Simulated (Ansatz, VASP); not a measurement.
**One calculation of Cd, two programs**

```
Cd
1.0
     3.01507    0.00000    0.00000
    -1.50753    2.61112    0.00000
     0.00000    0.00000    5.82364
Cd
2
Direct
  0.33333 0.66667 0.25000
  0.66667 0.33333 0.75000
```

Alike in both runs: functional PBE; k mesh 18 × 18 × 8; occupations gaussian, width 0.1 eV; no spin polarisation.

Ansatz relaxed the structure, and its values are those at the end. VASP's run is a single point on that final structure, the one shown.

|  | VASP | Ansatz |
| --- | --- | --- |
| version | VASP 6.6.1 | Ansatz 0.2.0 |
| potentials or method | VASP PAW PBE potentials, release 64 (Cd), cutoff 520 eV | scalar-relativistic, plane waves, PAW |
| valence electrons in the cell | 24 | 40 |

```tsv
	VASP	Ansatz	Ansatz less VASP
gap on the k mesh at the Fermi level (eV)	none	none	-
pressure (GPa)	0.3	0.0	-0.30
```

A gap of «none» marks a metal or a gap that the smearing closes. VASP's potentials hold 24 valence electrons a cell and Ansatz's 40, so a difference there can come from the potentials and not from the codes.
